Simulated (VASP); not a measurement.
# Ir (Immm) in VASP: further runs, part 2 of 2

VASP 6.6.1.

**3. Single point, PBE (strain +0.0150 x Voigt [0, 0, 0, 0, 0, 1])**

INCAR

```
ALGO = Fast
EDIFF = 1E-6
ENCUT = 520
GGA = PE
ISIF = 2
ISMEAR = 0
LASPH = T
LCHARG = T
LELF = T
LREAL = F
LVHAR = T
LWAVE = F
NBANDS = 10
NELM = 80
PREC = Accurate
SIGMA = 0.15
```

KPOINTS

```
k-points
0
Gamma
  22 22 22
```

POSCAR

```
Ir
1.0
    0.0143977500      1.9197000000      1.9197000000
    1.9197000000      0.0143977500      1.9197000000
    1.9340977500      1.9340977500      0.0000000000
Ir
1
Direct
    0.0000000000      0.0000000000      0.0000000000
```

Potentials or basis: VASP PAW PBE potentials, release 64 (Ir).

Command:

```sh
$ cat potpaw_PBE.64/Ir/POTCAR > POTCAR
$ mpirun -np 1 vasp_std > vasp.out
```

OUTCAR:

```text
EDIFF = 1E-6
   ENCUT = 520
   GGA = PE
   ISIF = 2
   ISMEAR = 0
   LASPH = T
   LREAL = F
   NELM = 80
   PREC = Accurate

 ion  position               nearest neighbor table
   1  0.000  0.000  0.000-

  LATTYP: Found a body centered orthorhombic cell.
 ALAT       =     2.6945042824
 B/A-ratio  =     1.0151133501
 C/A-ratio  =     1.4249003147

  Lattice vectors:

 A1 = (   1.9197000000,   0.0143977500,  -1.9197000000)
 A2 = (  -1.9197000000,  -0.0143977500,  -1.9197000000)
 A3 = (   0.0143977500,   1.9197000000,   1.9197000000)

Analysis of symmetry for initial positions (statically):
=====================================================================
 Subroutine PRICEL returns:
 Original cell was already a primitive cell.

 Routine SETGRP: Setting up the symmetry group for a
 body centered orthorhombic supercell.

 Subroutine GETGRP returns: Found  8 space group operations
 (whereof  8 operations were pure point group operations)
 out of a pool of  8 trial point group operations.

The static configuration has the point symmetry D_2h.

Analysis of symmetry for dynamics (positions and initial velocities):
=====================================================================
 Subroutine PRICEL returns:
 Original cell was already a primitive cell.

 Routine SETGRP: Setting up the symmetry group for a
 body centered orthorhombic supercell.

 Subroutine GETGRP returns: Found  8 space group operations
 (whereof  8 operations were pure point group operations)
 out of a pool of  8 trial point group operations.

The dynamic configuration has the point symmetry D_2h.

 Subroutine INISYM returns: Found  8 space group operations
 (whereof  8 operations are pure point group operations),
 and found     1 'primitive' translations

----------------------------------------------------------------------------------------
[... 114 lines left out ...]
  Thomas-Fermi vector in A             =   2.530157
   LORBIT       =      0    0 simple, 1 ext, 2 COOP (PROOUT), +10 PAW based schemes
   GGA     = PE    functional components
   LHFCALC =     F    Hartree Fock is set to
   AEXX    =    0.0000 exact exchange contribution
   IVDW    =     0    specifies the selected vdW correction
   LEPSILON=     F    determine dielectric tensor
   LRPA    =     F    only Hartree local field effects (RPA)
 non-spin polarized calculation
 RMM-DIIS sequential band-by-band and
 Gauss-broadening in eV      SIGMA  =   0.15
  energy-cutoff  :      520.00
  volume of cell :       14.15
 maximum number of plane-waves:       392
   NGX = 11   NGY = 11   NGZ = 11

 number of electron       9.0000000 magnetization

 Free energy of the ion-electron system (eV)
  ---------------------------------------------------
  ext. energy  EPLUGINS =         0.00000000
  ---------------------------------------------------
  free energy    TOTEN  =        -8.83845288 eV

  energy without entropy =       -8.82609593  energy(sigma->0) =       -8.83227440

 E-fermi :  10.3781     XC(G=0): -13.9876

 val. band max:       10.3773446315   @ k =   0.3636   0.3636   0.0000
 cond. band min:      10.3818216251   @ k =  -0.1818   0.3636   0.1818
 fundamental gap:      0.0044769936
 Fermi energy:        10.3780879351

 k-point     1 :       0.0000    0.0000    0.0000
  band No.  band energies     occupation
      1      -0.7135      2.00000
      2       6.4051      2.00000
      3       6.5123      2.00000
      4       6.6380      2.00000
      5       9.2113      2.00000
      6       9.2131      2.00000
      7      24.7282      0.00000
      8      30.0764      0.00000
      9      30.3202      0.00000
     10      30.5622      0.00000
[... 287 lines left out ...]
 k-point    24 :      -0.4545    0.0455    0.0000
  band No.  band energies     occupation
      1       2.4050      2.00000
      2       6.3704      2.00000
      3       6.4417      2.00000
      4       9.1835      2.00000
      5      11.1289      0.00000
      6      11.8441      0.00000
      7      17.9587      0.00000
      8      24.4238      0.00000
      9      29.9722      0.00000
     10      30.1722      0.00000

 [... further k-points ...]

------------------------ aborting loop because EDIFF is reached ----------------------------------------

  FORCE on cell =-STRESS in cart. coord.  units (eV):
  Direction    XX          YY          ZZ          XY          YZ          ZX
  --------------------------------------------------------------------------------------
  -------------------------------------------------------------------------------------
  Total        0.8657371      0.8657371      0.8505397     -0.3711580      0.0000000      0.0000000
  in kB       98.0372097     98.0372097     96.3162385    -42.0304214      0.0000000      0.0000000
  external PRESSURE =      97.4635527 kB  Pullay stress =       0.0000000 kB

 VOLUME and BASIS-vectors are now :
 -----------------------------------------------------------------------------
  energy-cutoff  :      520.00
  volume of cell :       14.15
      direct lattice vectors                 reciprocal lattice vectors
     0.014397750  1.919700000  1.919700000    -0.262425555  0.262425555  0.260457363
     1.919700000  0.014397750  1.919700000     0.262425555 -0.262425555  0.260457363
     1.934097750  1.934097750  0.000000000     0.258518475  0.258518475 -0.260457363

 POSITION                                       TOTAL-FORCE (eV/Angst)
 -----------------------------------------------------------------------------------
      0.00000      0.00000      0.00000         0.000000      0.000000      0.000000
 -----------------------------------------------------------------------------------
    total drift:                               -0.000000      0.000000      0.000000

  FREE ENERGIE OF THE ION-ELECTRON SYSTEM (eV)
  ---------------------------------------------------
  free  energy   TOTEN  =        -8.8384528777 eV

  energy  without entropy=       -8.8260959290  energy(sigma->0) =       -8.83227440
```

Wall time 100 s (1 thread of Intel Xeon 6975P-C (Granite Rapids), shared host); peak memory 0.32 GiB.

Results:

* Free energy: -8.8385 eV
* Pressure: 9.7 GPa
* Band gap on the k mesh: zero (an odd number of electrons rules out a gap without spin polarisation)

Stress tensor (GPa, compression positive):
```
 9.80 -4.20  0.00
-4.20  9.80  0.00
 0.00  0.00  9.63
```

Caveat: the cell differs from its parent crystal (strain +0.0150 x Voigt [0, 0, 0, 0, 0, 1]); the cell stands under pressure; spin-orbit coupling is left out, which moves the levels of the heavy elements.

**4. Single point, PBE (strain -0.0100 x Voigt [0, 0, 0, 0, 0, 1])**

INCAR

```
PREC = Accurate ; ENCUT = 520
EDIFF = 1E-6 ; ISMEAR = 0
SIGMA = 0.15 ; LREAL = False
LASPH = True ; NELM = 100
ALGO = Fast ; ISIF = 2
LWAVE = False ; LCHARG = True
GGA = PE ; LELF = True
LVHAR = True ; NBANDS = 10
```

KPOINTS

```
regular mesh
0
Gamma
  22 22 22
```

POSCAR

```
Ir
1.0
   -0.0095985000      1.9197000000      1.9197000000
    1.9197000000     -0.0095985000      1.9197000000
    1.9101015000      1.9101015000      0.0000000000
Ir
1
Direct
    0.0000000000      0.0000000000      0.0000000000
```

Command:

```sh
$ cat potpaw_PBE.64/Ir/POTCAR > POTCAR
$ mpirun -np 1 vasp_std > vasp.out
```

It took 1.7 min on 1 thread of Intel Xeon 6975P-C (Granite Rapids), shared host; peak memory 0.33 GiB.

It converged, with:

```yaml
Free_energy: -8.8400 eV
Pressure: 9.7 GPa
Band_gap_on_the_k_mesh: zero (an odd number of electrons rules out a gap without spin polarisation)
```

Stress tensor (GPa, compression positive):
```
9.71 2.80 0.00
2.80 9.71 0.00
0.00 0.00 9.63
```

Levels at points of the mesh, in eV from the Fermi level:
| k point | band 1 | band 2 | band 3 | band 4 | band 5 | band 6 | band 7 | band 8 |
| --- | --- | --- | --- | --- | --- | --- | --- | --- |
| (0.00, 0.00, 0.00) | -11.09 | -3.93 | -3.86 | -3.78 | -1.17 | -1.17 | 14.35 | 19.78 |
| (0.50, 0.00, 0.00) | -8.08 | -4.02 | -3.88 | -0.78 | 0.87 | 0.95 | 7.22 | 13.94 |
| (0.50, 0.50, 0.00) | -7.89 | -7.31 | 0.89 | 1.50 | 1.51 | 1.73 | 10.54 | 11.55 |
| (0.00, 0.00, 0.50) | -8.06 | -4.04 | -3.91 | -0.68 | 0.90 | 0.98 | 7.37 | 13.85 |
| (0.50, 0.00, 0.50) | -7.88 | -7.31 | 0.89 | 1.50 | 1.51 | 1.73 | 10.54 | 11.74 |

Caveat: the cell differs from its parent crystal (strain -0.0100 x Voigt [0, 0, 0, 0, 0, 1]); the cell stands under pressure; spin-orbit coupling is left out, which moves the levels of the heavy elements.

**5. Single point, PBE (strain +0.0050 x Voigt [0, 0, 0, 0, 0, 1])**

INCAR

```
SYSTEM = Ir
PREC = Accurate
ENCUT = 520
EDIFF = 1E-6
ISMEAR = 0
SIGMA = 0.15
LREAL = .False.
LASPH = .True.
NELM = 80
ALGO = Fast
ISIF = 2
LWAVE = .False.
LCHARG = .True.
GGA = PE
LELF = .True.
LVHAR = .True.
NBANDS = 10
```

KPOINTS

```
regular mesh
0
Gamma
  22 22 22
  0 0 0
```

POSCAR

```
Ir
1.0
    0.0047992500      1.9197000000      1.9197000000
    1.9197000000      0.0047992500      1.9197000000
    1.9244992500      1.9244992500      0.0000000000
Ir
1
Direct
    0.0000000000      0.0000000000      0.0000000000
```

Potentials or basis: VASP PAW PBE potentials, release 64 (Ir).

Command:

```sh
$ cat potpaw_PBE.64/Ir/POTCAR > POTCAR
$ mpirun -np 1 vasp_std > vasp.out
```

OUTCAR:

```text
SYSTEM = Ir
   PREC = Accurate
   ENCUT = 520
   EDIFF = 1E-6
   ISMEAR = 0
   LREAL = .False.
   LASPH = .True.
   NELM = 80
   ISIF = 2
   GGA = PE

 ion  position               nearest neighbor table
   1  0.000  0.000  0.000-

  LATTYP: Found a body centered orthorhombic cell.
 ALAT       =     2.7080786112
 B/A-ratio  =     1.0050125313
 C/A-ratio  =     1.4177579573

  Lattice vectors:

 A1 = (   1.9197000000,   0.0047992500,  -1.9197000000)
 A2 = (  -1.9197000000,  -0.0047992500,  -1.9197000000)
[... 492 lines left out ...]
     10      30.3228      0.00000

 [... further k-points ...]

------------------------ aborting loop because EDIFF is reached ----------------------------------------

  FORCE on cell =-STRESS in cart. coord.  units (eV):
  Direction    XX          YY          ZZ          XY          YZ          ZX
  --------------------------------------------------------------------------------------
  -------------------------------------------------------------------------------------
  Total        0.8519049      0.8519049      0.8502129     -0.1237130      0.0000000      0.0000000
  in kB       96.4660148     96.4660148     96.2744141    -14.0087225      0.0000000      0.0000000
  external PRESSURE =      96.4021479 kB  Pullay stress =       0.0000000 kB

 VOLUME and BASIS-vectors are now :
 -----------------------------------------------------------------------------
  energy-cutoff  :      520.00
  volume of cell :       14.15
      direct lattice vectors                 reciprocal lattice vectors
     0.004799250  1.919700000  1.919700000    -0.261110138  0.261110138  0.260457363
     1.919700000  0.004799250  1.919700000     0.261110138 -0.261110138  0.260457363
     1.924499250  1.924499250  0.000000000     0.259807844  0.259807844 -0.260457363

 POSITION                                       TOTAL-FORCE (eV/Angst)
 -----------------------------------------------------------------------------------
      0.00000      0.00000      0.00000         0.000000     -0.000000      0.000000
 -----------------------------------------------------------------------------------
    total drift:                                0.000000     -0.000000     -0.000000

  FREE ENERGIE OF THE ION-ELECTRON SYSTEM (eV)
  ---------------------------------------------------
  free  energy   TOTEN  =        -8.8409665339 eV

  energy  without entropy=       -8.8286100306  energy(sigma->0) =       -8.83478828
```

stdout:

```text
POSCAR found type information on POSCAR Ir
 POSCAR found :  1 types and       1 ions
 scaLAPACK will be used
 LDA part: xc-table for (Slater+PW92), standard interpolation
 POSCAR, INCAR and KPOINTS ok, starting setup
 FFT: planning ... GRIDC
 FFT: planning ... GRID_SOFT
 FFT: planning ... GRID
 WAVECAR not read
 entering main loop
```

Wall time 83 s (1 thread of Intel Xeon 6975P-C (Granite Rapids), shared host); peak memory 0.33 GiB.

What came out:

| Quantity | Value |
| --- | --- |
| Free energy | -8.8410 eV |
| Pressure | 9.6 GPa |
| Band gap on the k mesh | zero (an odd number of electrons rules out a gap without spin polarisation) |

Caveat: the cell differs from its parent crystal (strain +0.0050 x Voigt [0, 0, 0, 0, 0, 1]); the cell stands under pressure; spin-orbit coupling is left out, which moves the levels of the heavy elements.

**6. Summary**

```csv
cell,gap on the mesh (eV),pressure (GPa)
"a = 2.715, b = 2.715, c = 2.688 Å, angles 60.3, 60.3, 60.7°, 1 atom",none,9.8
"a = 2.715, b = 2.715, c = 2.735 Å, angles 59.8, 59.8, 59.5°, 1 atom",none,9.7
"a = 2.715, b = 2.715, c = 2.701 Å, angles 60.2, 60.2, 60.3°, 1 atom",none,9.7
"a = 2.715, b = 2.715, c = 2.722 Å, angles 59.9, 59.9, 59.8°, 1 atom",none,9.6
```

Alike in all rows: task single point; level PBE; potentials or basis VASP PAW PBE potentials, release 64 (Ir); no spin polarisation; k mesh 22 × 22 × 22; cutoff (eV) 520; smearing gaussian 0.15 eV.

Caveats: the cell stands under pressure; spin-orbit coupling is left out, which moves the levels of the heavy elements.

Absolute energies hang on the potentials; compare differences alone.
